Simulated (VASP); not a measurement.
Input of a VASP 6.6.1 run:

File INCAR:

```
SYSTEM = Ti2Al6H
  ALGO = Normal
  DIPOL = 0.5 0.5 0.312
  EDIFF = 1E-6
  ENCUT = 520
  GGA = PE
  IDIPOL = 3
  ISIF = 2
  ISMEAR = 0
  IVDW = 12
  LASPH = .TRUE.
  LCHARG = .FALSE.
  LDIPOL = .TRUE.
  LREAL = .FALSE.
  LWAVE = .FALSE.
  NBANDS = 32
  NELM = 60
  PREC = Accurate
  SIGMA = 0.1
```

File KPOINTS:

```
k-points
0
G
  6 6 1
  0 0 0
```

Contents of POSCAR:

```
Ti2Al6H
1.0
    5.0241861190      0.0000000000      0.0000000000
    2.1588814530      4.5367033218      0.0000000000
    0.0000000000      0.0000000000     21.2187109014
Al Ti H
6 2 1
Direct
    0.5000000000      0.0000000000      0.1885128658
    0.0000000000      0.5000000000      0.1885128658
    0.0000000000      0.0000000000      0.2517328341
    0.0000000000      0.5000000000      0.3193548961
    0.5000000000      0.0000000000      0.3193548961
    0.5000000000      0.5000000000      0.3826203646
    0.5000000000      0.5000000000      0.2517328341
    0.0000000000      0.0000000000      0.3797002555
    0.8333333333      1.0000000000      0.5287178356
```

Potentials or basis: VASP PAW PBE potentials, release 64 (Al, Ti_sv, H).

Command:

```bash
$ cat potpaw_PBE.64/Al/POTCAR potpaw_PBE.64/Ti_sv/POTCAR potpaw_PBE.64/H/POTCAR > POTCAR
$ mpirun -np 1 vasp_std > vasp.out
```

Question: Estimate the largest force.

Answer: 1.058 eV/Å.

Question: Predict the dispersion energy per atom.

Answer: -0.225 eV.

Forces in eV/Å, atoms in the order of the input:
```
Al  -0.001  0.019  0.506
Al   0.015 -0.001  0.509
Al   0.009 -0.003 -0.543
Al  -0.002  0.001 -0.013
Al   0.016  0.013 -0.056
Al   0.010 -0.090  0.209
Ti   0.000 -0.019 -0.546
Ti  -0.193 -0.001  0.979
H    0.146  0.080 -1.044
```
